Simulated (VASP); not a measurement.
Write the native input for VASP 6.6.1 that does the following.

| Property | Result |
| --- | --- |
| Task | single point |
| Functional | PBE |
| Dispersion | D3(BJ) |
| Potentials or basis | VASP PAW PBE potentials, release 64 (Pb_d, O) |
| Cutoff | 520 eV |
| k mesh | 8 × 8 × 6 |
| Occupations | gaussian, width 0.02 eV |
| Spin | no spin polarisation |
| Dipole correction | no |
| Further INCAR settings | ALGO = Normal; EDIFF = 1e-07; NBANDS = 28 |

The structure of PbO lies in POSCAR:

```
PbO
1.0
    4.0452218554      0.0000000000      0.0000000000
    0.0000000000      4.0452218554      0.0000000000
    0.0000000000      0.0000000000      5.1154936965
Pb O
2 2
Direct
    0.0000000000      0.5000000000      0.2319940415
    0.5000000000      0.0000000000      0.7680059585
    0.0000000000      0.0000000000      0.0000000000
    0.5000000000      0.5000000000      0.0000000000
```

The input as run:

INCAR

```
SYSTEM = PbO
PREC = Accurate ; ENCUT = 520
EDIFF = 1E-7 ; ISMEAR = 0
SIGMA = 0.02 ; LREAL = .FALSE.
LASPH = .TRUE. ; NELM = 80
ALGO = Normal ; ISIF = 2
LWAVE = .FALSE. ; LCHARG = .FALSE.
GGA = PE ; IVDW = 12
NBANDS = 28
```

KPOINTS

```
Automatic mesh
0
G
  8 8 6
  0 0 0
```

Potentials or basis: VASP PAW PBE potentials, release 64 (Pb_d, O).

Launch:

```sh
$ cat potpaw_PBE.64/Pb_d/POTCAR potpaw_PBE.64/O/POTCAR > POTCAR
$ mpirun -np 1 vasp_std > vasp.out
```

Results of the run:

The pressure is -0.5 GPa, the largest force is 0.038 eV/Å and the band gap on the k mesh is 1.39 eV (least direct gap 2.20 eV). The dispersion energy per atom is -0.227 eV.

Caveat: spin-orbit coupling is left out, which moves the levels of the heavy elements.

Wall time 2.1 min on 1 thread of Intel(R) Xeon(R) Platinum 8259CL CPU @ 2.50GHz (Skylake/Cascade Lake), on a shared host, peak memory 0.27 GiB.
